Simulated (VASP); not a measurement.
# MnS (F-43m) in VASP: further runs, part 2 of 2

VASP 6.6.1. The steps go on from the part before.

## (4) Single point, PBE+U, collinear spin, ferromagnetic start

Input file INCAR:

```
PREC = Accurate ; ENCUT = 520
EDIFF = 1E-7 ; ISMEAR = 0
SIGMA = 0.05 ; LREAL = F
LASPH = T ; NELM = 150
ALGO = Normal ; ISIF = 2
LWAVE = F ; LCHARG = F
ISPIN = 2 ; MAGMOM = 5 0
LORBIT = 11 ; LMAXMIX = 4
LDAU = T ; LDAUTYPE = 2
LDAUL = 2 -1 ; LDAUU = 3 0
LDAUJ = 0 0 ; LDAUPRINT = 1
GGA = PE ; NBANDS = 20
```

Input file KPOINTS:

```
Automatic mesh
0
Gamma
  6 6 6
```

Input file POSCAR:

```
MnS
1.0
    0.0000000000      2.8000000000      2.8000000000
    2.8000000000      0.0000000000      2.8000000000
    2.8000000000      2.8000000000      0.0000000000
Mn S
1 1
Direct
    0.0000000000      0.0000000000      0.0000000000
    0.7500000000      0.7500000000      0.7500000000
```

Potentials or basis: VASP PAW PBE potentials, release 64 (Mn_pv, S).

The run is started by

```bash
$ cat potpaw_PBE.64/Mn_pv/POTCAR potpaw_PBE.64/S/POTCAR > POTCAR
$ mpirun -np 1 vasp_std > vasp.out
```

OUTCAR:

```text
PREC = Accurate
   ENCUT = 520
   EDIFF = 1E-7
   ISMEAR = 0
   LREAL = F
   LASPH = T
   NELM = 150
   ISIF = 2
   ISPIN = 2
   LORBIT = 11
   GGA = PE

 ion  position               nearest neighbor table
   1  0.000  0.000  0.000-   2 2.42   2 2.42   2 2.42   2 2.42
   2  0.750  0.750  0.750-   1 2.42   1 2.42   1 2.42   1 2.42

  LATTYP: Found a face centered cubic cell.
 ALAT       =     5.6000000000

  Lattice vectors:

 A1 = (   0.0000000000,   2.8000000000,   2.8000000000)
 A2 = (   2.8000000000,   0.0000000000,   2.8000000000)
 A3 = (   2.8000000000,   2.8000000000,   0.0000000000)

Analysis of symmetry for initial positions (statically):
=====================================================================
 Subroutine PRICEL returns:
 Original cell was already a primitive cell.

 Routine SETGRP: Setting up the symmetry group for a
 face centered cubic supercell.

 Subroutine GETGRP returns: Found 24 space group operations
 (whereof 24 operations were pure point group operations)
 out of a pool of 48 trial point group operations.

The static configuration has the point symmetry T_d .

Analysis of symmetry for dynamics (positions and initial velocities):
=====================================================================
 Subroutine PRICEL returns:
 Original cell was already a primitive cell.

 Routine SETGRP: Setting up the symmetry group for a
 face centered cubic supercell.

 Subroutine GETGRP returns: Found 24 space group operations
 (whereof 24 operations were pure point group operations)
 out of a pool of 48 trial point group operations.

The dynamic configuration has the point symmetry T_d .

Analysis of structural, dynamic, and magnetic symmetry:
=====================================================================
 Subroutine PRICEL returns:
 Original cell was already a primitive cell.

 Routine SETGRP: Setting up the symmetry group for a
 face centered cubic supercell.

 Subroutine GETGRP returns: Found 24 space group operations
 (whereof 24 operations were pure point group operations)
 out of a pool of 48 trial point group operations.

The overall configuration has the point symmetry T_d .

 Subroutine INISYM returns: Found 24 space group operations
 (whereof 24 operations are pure point group operations),
 and found     1 'primitive' translations

----------------------------------------------------------------------------------------

                                     Primitive cell

  volume of cell :      43.9040

  direct lattice vectors                    reciprocal lattice vectors
     0.000000000  2.800000000  2.800000000    -0.178571429  0.178571429  0.178571429
     2.800000000  0.000000000  2.800000000     0.178571429 -0.178571429  0.178571429
     2.800000000  2.800000000  0.000000000     0.178571429  0.178571429 -0.178571429

  length of vectors
[... 114 lines left out ...]
   NGX = 15   NGY = 15   NGZ = 15

atom =   1  type =  1  l = 2

 onsite density matrix

spin component  1

  0.9354  0.0000 -0.0000  0.0000 -0.0000
  0.0000  0.9354  0.0000  0.0000  0.0000
 -0.0000  0.0000  0.9292  0.0000  0.0000
  0.0000  0.0000  0.0000  0.9354 -0.0000
 -0.0000  0.0000  0.0000 -0.0000  0.9292

spin component  2

  0.0659 -0.0000  0.0000 -0.0000 -0.0000
 -0.0000  0.0659 -0.0000  0.0000  0.0000
  0.0000 -0.0000  0.0182  0.0000 -0.0000
 -0.0000  0.0000  0.0000  0.0659  0.0000
 -0.0000  0.0000 -0.0000  0.0000  0.0182

 occupancies and eigenvectors

  o =  0.0182  v =  0.0000  0.0000  0.0000  0.0000  0.0000  0.0000 -0.0000  0.0187 -0.0000  0.9998      0.0000  0.0000  0.0000  0.0000  0.0000  0.0000  0.0000  0.0000  0.0000  0.0000
  o =  0.0182  v =  0.0000  0.0000  0.0000  0.0000  0.0000  0.0000 -0.0000 -0.9998  0.0000  0.0187      0.0000  0.0000  0.0000  0.0000  0.0000  0.0000  0.0000  0.0000  0.0000  0.0000
  o =  0.0659  v =  0.0000  0.0000  0.0000  0.0000  0.0000  0.0000  0.9998 -0.0000  0.0188 -0.0000      0.0000  0.0000  0.0000  0.0000  0.0000  0.0000  0.0000  0.0000  0.0000  0.0000
  o =  0.0659  v =  0.0000  0.0000  0.0000  0.0000  0.0000  1.0000 -0.0000  0.0000 -0.0000 -0.0000      0.0000  0.0000  0.0000  0.0000  0.0000  0.0000  0.0000  0.0000  0.0000  0.0000
  o =  0.0659  v =  0.0000  0.0000  0.0000  0.0000  0.0000 -0.0000  0.0188 -0.0000 -0.9998 -0.0000      0.0000  0.0000  0.0000  0.0000  0.0000  0.0000  0.0000  0.0000  0.0000  0.0000
  o =  0.9292  v =  0.0000 -0.0000 -0.9941 -0.0000 -0.1084  0.0000  0.0000  0.0000  0.0000  0.0000      0.0000  0.0000  0.0000  0.0000  0.0000  0.0000  0.0000  0.0000  0.0000  0.0000
  o =  0.9292  v =  0.0000  0.0000 -0.1084  0.0000  0.9941  0.0000  0.0000  0.0000  0.0000  0.0000      0.0000  0.0000  0.0000  0.0000  0.0000  0.0000  0.0000  0.0000  0.0000  0.0000
  o =  0.9354  v =  1.0000  0.0000  0.0000  0.0000  0.0000  0.0000  0.0000  0.0000  0.0000  0.0000      0.0000  0.0000  0.0000  0.0000  0.0000  0.0000  0.0000  0.0000  0.0000  0.0000
  o =  0.9354  v =  0.0000  0.8541  0.0000 -0.5201 -0.0000  0.0000  0.0000  0.0000  0.0000  0.0000      0.0000  0.0000  0.0000  0.0000  0.0000  0.0000  0.0000  0.0000  0.0000  0.0000
  o =  0.9354  v =  0.0000  0.5201 -0.0000  0.8541 -0.0000  0.0000  0.0000  0.0000  0.0000  0.0000      0.0000  0.0000  0.0000  0.0000  0.0000  0.0000  0.0000  0.0000  0.0000  0.0000

 number of electron      18.9999987 magnetization       4.9999995

 Free energy of the ion-electron system (eV)
  ---------------------------------------------------
  ext. energy  EPLUGINS =         0.00000000
  ---------------------------------------------------
  free energy    TOTEN  =       -13.17415242 eV

  energy without entropy =      -13.17415242  energy(sigma->0) =      -13.17415242

 E-fermi :   4.6087     XC(G=0):  -9.2895

 val. band max:        4.3388434111   @ k =   0.0000   0.0000   0.0000
 cond. band min:       5.1883036521   @ k =   0.5000   0.5000   0.0000
 fundamental gap:      0.8494602410
 Fermi energy:         4.6086797474

 spin component 1

 k-point     1 :       0.0000    0.0000    0.0000
  band No.  band energies     occupation
      1     -46.3456      1.00000
      2     -46.3456      1.00000
      3     -46.3456      1.00000
      4      -9.2289      1.00000
      5      -1.1644      1.00000
      6      -1.1644      1.00000
[... 344 lines left out ...]
      6      -0.5456      1.00000
[... 12 lines left out ...]
     19      17.2976      0.00000
     20      17.6272      0.00000
 Fermi energy:         4.6086797474

 spin component 2

 k-point     1 :       0.0000    0.0000    0.0000
  band No.  band energies     occupation
      1     -41.5405      1.00000
      2     -41.5405      1.00000
      3     -41.5405      1.00000
      4      -8.9797      1.00000
      5       1.5785      1.00000
      6       1.5785      1.00000
[... 357 lines left out ...]
     19      18.0795      0.00000
     20      18.2153      0.00000

------------------------ aborting loop because EDIFF is reached ----------------------------------------

  FORCE on cell =-STRESS in cart. coord.  units (eV):
  Direction    XX          YY          ZZ          XY          YZ          ZX
  --------------------------------------------------------------------------------------
  -------------------------------------------------------------------------------------
  Total        1.2356921      1.2356921      1.2356921      0.0000000      0.0000000      0.0000000
  in kB       45.0937918     45.0937918     45.0937918      0.0000000      0.0000000      0.0000000
  external PRESSURE =      45.0937918 kB  Pullay stress =       0.0000000 kB

 VOLUME and BASIS-vectors are now :
 -----------------------------------------------------------------------------
  energy-cutoff  :      520.00
  volume of cell :       43.90
      direct lattice vectors                 reciprocal lattice vectors
     0.000000000  2.800000000  2.800000000    -0.178571429  0.178571429  0.178571429
     2.800000000  0.000000000  2.800000000     0.178571429 -0.178571429  0.178571429
     2.800000000  2.800000000  0.000000000     0.178571429  0.178571429 -0.178571429

 POSITION                                       TOTAL-FORCE (eV/Angst)
 -----------------------------------------------------------------------------------
      0.00000      0.00000      0.00000        -0.000000     -0.000000     -0.000000
      4.20000      4.20000      4.20000         0.000000      0.000000      0.000000
 -----------------------------------------------------------------------------------
    total drift:                                0.000000      0.000000      0.000000

  FREE ENERGIE OF THE ION-ELECTRON SYSTEM (eV)
  ---------------------------------------------------
  free  energy   TOTEN  =       -13.1741524178 eV

  energy  without entropy=      -13.1741524178  energy(sigma->0) =      -13.17415242

 total charge

# of ion       s       p       d       tot
------------------------------------------
    1        0.265   6.218   4.881  11.364
    2        1.312   2.485   0.000   3.797
--------------------------------------------------
tot          1.577   8.703   4.881  15.161

 magnetization (x)

# of ion       s       p       d       tot
------------------------------------------
    1        0.048   0.062   4.421   4.531
    2        0.008   0.037   0.000   0.044
--------------------------------------------------
tot          0.056   0.099   4.421   4.575
```

stdout:

```text
POSCAR found type information on POSCAR MnS
 POSCAR found :  2 types and       2 ions
 scaLAPACK will be used
 LDA part: xc-table for (Slater+PW92), standard interpolation
 POSCAR, INCAR and KPOINTS ok, starting setup
 FFT: planning ... GRIDC
 FFT: planning ... GRID_SOFT
 FFT: planning ... GRID
 WAVECAR not read
 entering main loop
```

Wall time 20 s (1 thread of Intel Xeon 6975P-C (Granite Rapids), shared host); peak memory 0.19 GiB.

What came out:

| Property | Result |
| --- | --- |
| Free energy | -13.1742 eV |
| Pressure | 4.5 GPa |
| Band gap on the k mesh | 0.85 eV, indirect (least direct gap 1.21 eV) |
| Net moment | 5.00 μB per cell |
| Site moments | Mn +4.53; S +0.04 μB |
| Valence electrons inside the program's atomic spheres | Mn 11.36; S 3.80 |

Eigenvalues of the final occupation matrices:
```tsv
site	spin	trace	eigenvalues
site 1 d	1	4.66	0.93 0.93 0.94 0.94 0.94
site 1 d	2	0.23	0.02 0.02 0.07 0.07 0.07
```

Caveat: a cell with one magnetic atom can't hold antiferromagnetic order, which such compounds often take. The state reached can hang on the start; a lower one may exist.

## (5) Single point, PBE+U, collinear spin, ferromagnetic start

Input file INCAR:

```
SYSTEM = MnS
  PREC = Accurate
  ENCUT = 520
  EDIFF = 1E-7
  ISMEAR = 0
  SIGMA = 0.05
  LREAL = .False.
  LASPH = .True.
  NELM = 150
  ALGO = Normal
  ISIF = 2
  LWAVE = .False.
  LCHARG = .False.
  ISPIN = 2
  MAGMOM = 2.5 0
  LORBIT = 11
  NUPDOWN = 2.5
  LMAXMIX = 4
  LDAU = .True.
  LDAUTYPE = 2
  LDAUL = 2 -1
  LDAUU = 3 0
  LDAUJ = 0 0
  LDAUPRINT = 1
  GGA = PE
  NBANDS = 20
```

Input file KPOINTS:

```
regular mesh
0
Gamma
  6 6 6
  0 0 0
```

POSCAR is that of step 4.

The run is started by

```bash
$ cat potpaw_PBE.64/Mn_pv/POTCAR potpaw_PBE.64/S/POTCAR > POTCAR
$ mpirun -np 1 vasp_std > vasp.out
```

It took 20 s on 1 thread of Intel Xeon 6975P-C (Granite Rapids), shared host; peak memory 0.19 GiB.

Results (log left out):

- Free energy: -10.5483 eV
- Pressure: -12.3 GPa
- Net moment: 2.50 μB per cell
- Site moments: Mn +2.79; S -0.21 μB
- Valence electrons inside the program's atomic spheres: Mn 11.46; S 3.65

Eigenvalues of the final occupation matrices:
```
    site  spin  trace               eigenvalues
site 1 d     1   3.92  0.71 0.71 0.71 0.89 0.89
site 1 d     2   1.15  0.06 0.06 0.35 0.35 0.35
```

Caveat: the total moment is fixed, so each spin has its own Fermi level; a cell with one magnetic atom can't hold antiferromagnetic order, which such compounds often take.

## (6) Single point, PBE+U, collinear spin, ferromagnetic start

Input file INCAR:

```
SYSTEM = MnS
PREC = Accurate ; ENCUT = 520
EDIFF = 1E-6 ; ISMEAR = 0
SIGMA = 0.05 ; LREAL = .False.
LASPH = .True. ; NELM = 150
ALGO = Normal ; ISIF = 2
LWAVE = .False. ; LCHARG = .False.
ISPIN = 2 ; MAGMOM = 4.32 0.07
LORBIT = 11 ; LMAXMIX = 4
LDAU = .True. ; LDAUTYPE = 2
LDAUL = 2 -1 ; LDAUU = 3 0
LDAUJ = 0 0 ; LDAUPRINT = 1
GGA = PE ; NBANDS = 20
```

KPOINTS is that of step 5.

POSCAR is that of step 5.

Potentials or basis: VASP PAW PBE potentials, release 64 (Mn_pv, S).

The run is started by

```bash
$ cat potpaw_PBE.64/Mn_pv/POTCAR potpaw_PBE.64/S/POTCAR > POTCAR
$ mpirun -np 1 vasp_std > vasp.out
```

Run time: 16 s. Hardware: 1 thread of Intel Xeon 6975P-C (Granite Rapids), shared host; peak memory 0.19 GiB.

It converged, with:

- Free energy: -13.1742 eV
- Pressure: 4.5 GPa
- Band gap on the k mesh: 0.85 eV, indirect (least direct gap 1.21 eV)
- Net moment: 5.00 μB per cell
- Site moments: Mn +4.53; S +0.04 μB
- Valence electrons inside the program's atomic spheres: Mn 11.36; S 3.80

Levels at points of the mesh, in eV from the valence-band top:
Spin up:
| k point | band 10 | band 11 | band 12 | band 13 | band 14 | band 15 |
| --- | --- | --- | --- | --- | --- | --- |
| (0.00, 0.00, 0.00) | 0.00 | 0.00 | 0.00 | 1.21 | 6.07 | 6.07 |
| (0.50, 0.00, 0.00) | -3.96 | -0.97 | -0.97 | 3.15 | 6.40 | 6.40 |
| (0.50, 0.50, 0.00) | -3.43 | -2.46 | -2.46 | 2.75 | 4.41 | 9.36 |
Spin down:
```
           k point  band 3  band 4  band 5  band 6  band 7  band 8  band 9  band 10  band 11  band 12
(0.00, 0.00, 0.00)  -45.88  -13.32   -2.76   -2.76   -2.76    2.18    2.28     2.28     4.27     4.27
(0.50, 0.00, 0.00)  -45.88  -12.65   -4.91   -2.75   -2.75    2.13    2.40     2.40     3.24     3.24
(0.50, 0.50, 0.00)  -45.88  -12.43   -4.77   -3.00   -3.00    0.85    1.98     2.70     2.70     2.83
```

Eigenvalues of the final occupation matrices:
| site | spin | trace | eigenvalues |
| --- | --- | --- | --- |
| site 1 d | 1 | 4.66 | 0.93 0.93 0.94 0.94 0.94 |
| site 1 d | 2 | 0.23 | 0.02 0.02 0.07 0.07 0.07 |

Caveat: a cell with one magnetic atom can't hold antiferromagnetic order, which such compounds often take. A k mesh can miss the band edges.

## (7) The runs side by side

```csv
spin,fixed moment (μB),pressure (GPa),moment (μB)
"collinear, ferromagnetic start",1.25,-12.3,1.25
"collinear, ferrimagnetic start",4.5,0.0,4.50
"collinear, ferromagnetic start",-,4.5,5.00
"collinear, ferromagnetic start",2.5,-12.3,2.50
```

Alike in all rows: task single point; level PBE+U; potentials or basis VASP PAW PBE potentials, release 64 (Mn_pv, S); Mn d U = 3.0 eV; cell as given; k mesh 6 × 6 × 6; cutoff (eV) 520; smearing gaussian 0.05 eV.

Caveats: a cell with one magnetic atom can't hold antiferromagnetic order, which such compounds often take; the total moment is fixed, so each spin has its own Fermi level (some runs).

Total energies depend on the potentials used, so only differences within one code and one set of settings carry meaning.
